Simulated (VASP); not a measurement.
# Mo in VASP: single point with PBE

Aim: the single point of Mo with PBE.

Everything below comes from runs of VASP 6.6.1. Logs are shortened: lines on timing, memory, paths and dates and some standing lists are left out, and cuts for length are marked.

## 1. The cell of the first run

The cell holds a slab with vacuum, 5 atoms: a = 3.160 Å, b = 3.160 Å, c = 23.321 Å, α = 90.00°, β = 90.00°, γ = 90.00°.

## 2. Single point, PBE

INCAR reads:

```
ALGO = Normal ; DIPOL = 0.5 0.5 0.498
EDIFF = 1E-6 ; ENCUT = 520
GGA = PE ; IDIPOL = 3
ISIF = 2 ; ISMEAR = 0
LASPH = T ; LCHARG = F
LDIPOL = T ; LREAL = F
LWAVE = F ; NBANDS = 43
NELM = 60 ; PREC = Accurate
SIGMA = 0.1
```

KPOINTS reads:

```
k-points
0
Gamma
  9 9 1
```

POSCAR reads:

```
Mo
1.0
    3.1604413623      0.0000000000      0.0000000000
    0.0000000000      3.1604413623      0.0000000000
    0.0000000000      0.0000000000     23.3208827246
Mo
5
Direct
    0.5000000000      0.5000000000      0.3644802000
    0.0000000000      0.0000000000      0.4322401000
    0.5000000000      0.5000000000      0.4982457331
    0.0000000000      0.0000000000      0.5687788100
    0.5000000000      0.5000000000      0.6283142491
```

Potentials or basis: VASP PAW PBE potentials, release 64 (Mo_sv).

Launch:

```
$ cat potpaw_PBE.64/Mo_sv/POTCAR > POTCAR
$ mpirun -np 1 vasp_std > vasp.out
```

OUTCAR:

```text
EDIFF = 1E-6
   ENCUT = 520
   GGA = PE
   ISIF = 2
   ISMEAR = 0
   LASPH = T
   LREAL = F
   NELM = 60
   PREC = Accurate

 ion  position               nearest neighbor table
   1  0.500  0.500  0.364-   2 2.74   2 2.74   2 2.74   2 2.74   3 3.12
   2  0.000  0.000  0.432-   3 2.71   3 2.71   3 2.71   3 2.71   1 2.74   1 2.74   1 2.74   1 2.74
                             4 3.18
   3  0.500  0.500  0.498-   2 2.71   2 2.71   2 2.71   2 2.71   4 2.77   4 2.77   4 2.77   4 2.77
                             5 3.03   1 3.12
   4  0.000  0.000  0.569-   5 2.63   5 2.63   5 2.63   5 2.63   3 2.77   3 2.77   3 2.77   3 2.77
                             2 3.18
   5  0.500  0.500  0.628-   4 2.63   4 2.63   4 2.63   4 2.63   3 3.03

  LATTYP: Found a simple tetragonal cell.
 ALAT       =     3.1604413623
 C/A-ratio  =     7.3789955425

  Lattice vectors:

 A1 = (   3.1604413623,   0.0000000000,   0.0000000000)
 A2 = (   0.0000000000,   3.1604413623,   0.0000000000)
 A3 = (   0.0000000000,   0.0000000000,  23.3208827246)

Analysis of symmetry for initial positions (statically):
=====================================================================
 Subroutine PRICEL returns:
 Original cell was already a primitive cell.

 Routine SETGRP: Setting up the symmetry group for a
 simple tetragonal supercell.

 Subroutine GETGRP returns: Found  8 space group operations
 (whereof  8 operations were pure point group operations)
 out of a pool of 16 trial point group operations.

The static configuration has the point symmetry C_4v.

Analysis of symmetry for dynamics (positions and initial velocities):
=====================================================================
 Subroutine PRICEL returns:
 Original cell was already a primitive cell.

 Routine SETGRP: Setting up the symmetry group for a
 simple tetragonal supercell.

 Subroutine GETGRP returns: Found  8 space group operations
 (whereof  8 operations were pure point group operations)
 out of a pool of 16 trial point group operations.

The dynamic configuration has the point symmetry C_4v.

 Subroutine INISYM returns: Found  8 space group operations
 (whereof  8 operations are pure point group operations),
 and found     1 'primitive' translations

----------------------------------------------------------------------------------------

                                     Primitive cell

  volume of cell :     232.9381

  direct lattice vectors                    reciprocal lattice vectors
     3.160441362  0.000000000  0.000000000     0.316411502  0.000000000  0.000000000
     0.000000000  3.160441362  0.000000000     0.000000000  0.316411502  0.000000000
     0.000000000  0.000000000 23.320882725     0.000000000  0.000000000  0.042880024

  length of vectors
     3.160441362  3.160441362 23.320882725     0.316411502  0.316411502  0.042880024

  position of ions in fractional coordinates (direct lattice)
     0.500000000  0.500000000  0.364480200
     0.000000000  0.000000000  0.432240100
     0.500000000  0.500000000  0.498245733
     0.000000000  0.000000000  0.568778810
     0.500000000  0.500000000  0.628314249

  ion indices of the primitive-cell ions
   primitive index   ion index
                 1           1
                 2           2
                 3           3
                 4           4
                 5           5

----------------------------------------------------------------------------------------

 KPOINTS: k-points

Automatic generation of k-mesh.
 Grid dimensions read from file:
 generate k-points for:    9    9    1

 Generating k-lattice:

  Cartesian coordinates                     Fractional coordinates (reciprocal lattice)
     0.035156834  0.000000000  0.000000000     0.111111111  0.000000000  0.000000000
     0.000000000  0.035156834  0.000000000     0.000000000  0.111111111  0.000000000
     0.000000000  0.000000000  0.042880024     0.000000000  0.000000000  1.000000000

  Length of vectors
     0.035156834  0.035156834  0.042880024

  Shift w.r.t. Gamma in fractional coordinates (k-lattice)
     0.000000000  0.000000000  0.000000000

 Subroutine IBZKPT returns following result:
 ===========================================

 Found     15 irreducible k-points:

 Following reciprocal coordinates:
            Coordinates               Weight
  0.000000  0.000000  0.000000      1.000000
  0.111111  0.000000  0.000000      4.000000
  0.222222  0.000000  0.000000      4.000000
  0.333333  0.000000  0.000000      4.000000
  0.444444  0.000000  0.000000      4.000000
  0.111111  0.111111  0.000000      4.000000
  0.222222  0.111111  0.000000      8.000000
  0.333333  0.111111  0.000000      8.000000
  0.444444  0.111111  0.000000      8.000000
  0.222222  0.222222  0.000000      4.000000
  0.333333  0.222222  0.000000      8.000000
  0.444444  0.222222  0.000000      8.000000
  0.333333  0.333333  0.000000      4.000000
  0.444444  0.333333  0.000000      8.000000
  0.444444  0.444444  0.000000      4.000000
   k-points           NKPTS =     15   k-points in BZ     NKDIM =     15   number of bands    NBANDS=     43
   number of dos      NEDOS =    301   number of ions     NIONS =      5
   total plane-waves  NPLWV = 103680
   dimension x,y,z NGX =    24 NGY =   24 NGZ =  180
   dimension x,y,z NGXF=    48 NGYF=   48 NGZF=  360
   ions per type =               5
   NGX,Y,Z   is equivalent  to a cutoff of  12.62, 12.62, 12.83 a.u.
   NGXF,Y,Z  is equivalent  to a cutoff of  25.25, 25.25, 25.66 a.u.
 SYSTEM =  unknown system
   PREC   = accura    normal or accurate (medium, high low for compatibility)
   ISTART =      0    job   : 0-new  1-cont  2-samecut
   ICHARG =      2    charge: 1-file 2-atom 10-const
   ISPIN  =      1    spin polarized calculation?
   LNONCOLLINEAR =      F non collinear calculations
   LSORBIT =      F    spin-orbit coupling
   LASPH  =      T    aspherical Exc in radial PAW
   ENCUT  =  520.0 eV  38.22 Ry    6.18 a.u.   5.88  5.88 43.36*2*pi/ulx,y,z
   NELM   =     60;   NELMIN=  2; NELMDL= -5     # of ELM steps
   EDIFF  = 0.1E-05   stopping-criterion for ELM
   LREAL  =      F    real-space projection
   EDIFFG = 0.1E-04   stopping-criterion for IOM
   NSW    =      0    number of steps for IOM
   IBRION =     -1    ionic relax: 0-MD 1-quasi-New 2-CG
   NFREE  =      0    steps in history (QN), initial steepest desc. (CG)
   ISIF   =      2    stress and relaxation
   ISYM   =      2    0-nonsym 1-usesym 2-fastsym
   POTIM  = 0.5000    time-step for ionic-motion
   TEBEG  =    0.0;   TEEND  =   0.0 temperature during run
   PSTRESS=    0.0 pullay stress
   NELECT =      70.0000    total number of electrons
   NUPDOWN=      -1.0000    fix difference up-down
   EMIN   =  10.00;   EMAX   =-10.00  energy-range for DOS
   EFERMI =   0.00;   METHOD = LEGACY
   ISMEAR =     0;   SIGMA  =   0.10  broadening in eV -4-tet -1-fermi 0-gaus
   EFERMI_NEDOS =   21; number of points for ismear=-14 and -15
   IALGO  =     38    algorithm
   IMIX   =      4    mixing-type and parameters
     AMIX     =   0.40;   BMIX     =  1.00
     AMIX_MAG =   1.60;   BMIX_MAG =  1.00
  volume/ion in A,a.u.               =      46.59       314.39
  Fermi-wavevector in a.u.,A,eV,Ry     =   1.096547  2.072174 16.359862  1.202416
  Thomas-Fermi vector in A             =   2.232891
   LORBIT       =      0    0 simple, 1 ext, 2 COOP (PROOUT), +10 PAW based schemes
   GGA     = PE    functional components
   LHFCALC =     F    Hartree Fock is set to
   AEXX    =    0.0000 exact exchange contribution
   IVDW    =     0    specifies the selected vdW correction
   LEPSILON=     F    determine dielectric tensor
   LRPA    =     F    only Hartree local field effects (RPA)
 non-spin polarized calculation
 Gauss-broadening in eV      SIGMA  =   0.10
  energy-cutoff  :      520.00
  volume of cell :      232.94
 maximum number of plane-waves:      6328
 NGX is ok and might be reduce to    24
   NGX = 11   NGY = 11   NGZ = 87

 dipolmoment           0.000000      0.000000      0.009775 electrons x Angstroem

 number of electron      70.0000009 magnetization

 dipolmoment           0.000000      0.000000     -0.006674 electrons x Angstroem

 Free energy of the ion-electron system (eV)
  ---------------------------------------------------
  ext. energy  EPLUGINS =         0.00000000
  ---------------------------------------------------
  free energy    TOTEN  =       -50.47503865 eV

  energy without entropy =      -50.43707401  energy(sigma->0) =      -50.45605633

 E-fermi :   1.6559     XC(G=0):  -5.5421

 val. band max:        1.6290692886   @ k =   0.1111   0.0000   0.0000
 cond. band min:       1.6650007915   @ k =   0.2222   0.2222   0.0000
 fundamental gap:      0.0359315029
 Fermi energy:         1.6559420508

 k-point     1 :       0.0000    0.0000    0.0000
  band No.  band energies     occupation
      1     -59.5598      2.00000
      2     -59.3521      2.00000
      3     -59.2718      2.00000
      4     -59.1060      2.00000
      5     -58.9522      2.00000
      6     -33.8056      2.00000
[... 35 lines left out ...]
     42       2.9623      0.00000
     43       2.9623      0.00000

 k-point     2 :       0.1111    0.0000    0.0000
  band No.  band energies     occupation
      1     -59.5482      2.00000
      2     -59.3425      2.00000
      3     -59.2700      2.00000
      4     -59.1112      2.00000
      5     -58.9591      2.00000
      6     -33.8491      2.00000
[... 35 lines left out ...]
     42       3.1859      0.00000
     43       3.4914      0.00000

 k-point     3 :       0.2222    0.0000    0.0000
  band No.  band energies     occupation
      1     -59.5168      2.00000
      2     -59.3171      2.00000
      3     -59.2654      2.00000
      4     -59.1258      2.00000
      5     -58.9785      2.00000
      6     -33.9629      2.00000
[... 505 lines left out ...]
      6     -34.0757      2.00000
[... 35 lines left out ...]
     42       3.7737      0.00000
     43       4.0216      0.00000

 k-point    15 :       0.4444    0.4444    0.0000
  band No.  band energies     occupation
      1     -59.4207      2.00000
      2     -59.2573      2.00000
      3     -59.2202      2.00000
      4     -59.1452      2.00000
      5     -59.0109      2.00000
      6     -34.1329      2.00000
[... 35 lines left out ...]
     42       3.9575      0.00000
     43       4.2158      0.00000

------------------------ aborting loop because EDIFF is reached ----------------------------------------

 vacuum level on the upper side and lower side of the slab       (xc-potential included)        -0.405        -0.234

  FORCE on cell =-STRESS in cart. coord.  units (eV):
  Direction    XX          YY          ZZ          XY          YZ          ZX
  --------------------------------------------------------------------------------------
  -------------------------------------------------------------------------------------
  Total       -5.3744744     -5.3744744     -1.4507055      0.0000000      0.0000000      0.0000000
  in kB      -36.9663121    -36.9663121     -9.9781352      0.0000000      0.0000000      0.0000000
  external PRESSURE =     -27.9702531 kB  Pullay stress =       0.0000000 kB

 VOLUME and BASIS-vectors are now :
 -----------------------------------------------------------------------------
  energy-cutoff  :      520.00
  volume of cell :      232.94
      direct lattice vectors                 reciprocal lattice vectors
     3.160441362  0.000000000  0.000000000     0.316411502  0.000000000  0.000000000
     0.000000000  3.160441362  0.000000000     0.000000000  0.316411502  0.000000000
     0.000000000  0.000000000 23.320882725     0.000000000  0.000000000  0.042880024

 POSITION                                       TOTAL-FORCE (eV/Angst)
 -----------------------------------------------------------------------------------
      1.58022      1.58022      8.50000         0.000000     -0.000000      0.998364
      0.00000      0.00000     10.08022         0.000000      0.000000     -1.030682
      1.58022      1.58022     11.61953         0.000000      0.000000      0.002294
      0.00000      0.00000     13.26442         0.000000     -0.000000     -0.007894
      1.58022      1.58022     14.65284         0.000000     -0.000000      0.037918
 -----------------------------------------------------------------------------------
    total drift:                                0.000000     -0.000000      0.002137

  FREE ENERGIE OF THE ION-ELECTRON SYSTEM (eV)
  ---------------------------------------------------
  free  energy   TOTEN  =       -50.4750386516 eV

  energy  without entropy=      -50.4370740141  energy(sigma->0) =      -50.45605633

 vacuum level on the upper side and lower side of the slab         5.235         5.394
```

It took 3.7 min on 1 thread of Intel Xeon Platinum 8488C (Sapphire Rapids), shared host; peak memory 0.35 GiB.

What came out:

| Property | Result |
| --- | --- |
| Free energy | -50.4750 eV |
| Largest force | 1.031 eV/Å |
| Band gap on the k mesh | zero (bands 35 and 36 overlap by 1.56 eV) |

Forces on the atoms (eV/Å):
```
Mo   0.000  0.000  0.998
Mo   0.000  0.000 -1.031
Mo   0.000  0.000  0.002
Mo   0.000  0.000 -0.008
Mo   0.000  0.000  0.038
```
